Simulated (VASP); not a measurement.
Wanted: the native input for a VASP 6.6.1 run.

```
Task                   : single point
Functional             : PBE
Potentials or basis    : VASP PAW PBE potentials, release 64 (Ca_sv, O)
Cutoff                 : 520 eV
k mesh                 : 6 × 6 × 4
Occupations            : gaussian, width 0.01 eV
Spin                   : no spin polarisation
Dipole correction      : no
Further INCAR settings : ALGO = Normal; EDIFF = 1e-06; NBANDS = 24
```

The structure of CaO lies in POSCAR:

```
CaO
1.0
    4.0816565372      0.0000000000      0.0000000000
   -2.0408282687      3.5348182508      0.0000000000
    0.0000000000      0.0000000000      4.9044467278
Ca O
2 2
Direct
    0.3333333333      0.6666666667     -0.0624994791
    0.6666666667      0.3333333333      0.4375005209
    0.3333333333      0.6666666667      0.4374994791
    0.6666666667      0.3333333333      0.9374994791
```

One way to write it, as run:

INCAR

```
SYSTEM = CaO
ALGO = Normal ; EDIFF = 1E-6
ENCUT = 520 ; GGA = PE
ISIF = 2 ; ISMEAR = 0
LASPH = .TRUE. ; LCHARG = .FALSE.
LREAL = .FALSE. ; LWAVE = .FALSE.
NBANDS = 24 ; NELM = 80
PREC = Accurate ; SIGMA = 0.01
```

KPOINTS

```
k-points
0
G
  6 6 4
  0 0 0
```

Potentials or basis: VASP PAW PBE potentials, release 64 (Ca_sv, O).

Command:

```console
$ cat potpaw_PBE.64/Ca_sv/POTCAR potpaw_PBE.64/O/POTCAR > POTCAR
$ mpirun -np 1 vasp_std > vasp.out
```

Results of the run:

| Quantity | Value |
| --- | --- |
| Pressure | -4.1 GPa |
| Band gap on the k mesh | 2.92 eV |

Caveat: the cell stands under tension; the structure was generated, so it needn't be the stable form of CaO.

Wall time 18 s on 1 thread of Intel(R) Xeon(R) 6975P-C (Granite Rapids), with other jobs on the host, peak memory 0.19 GiB.
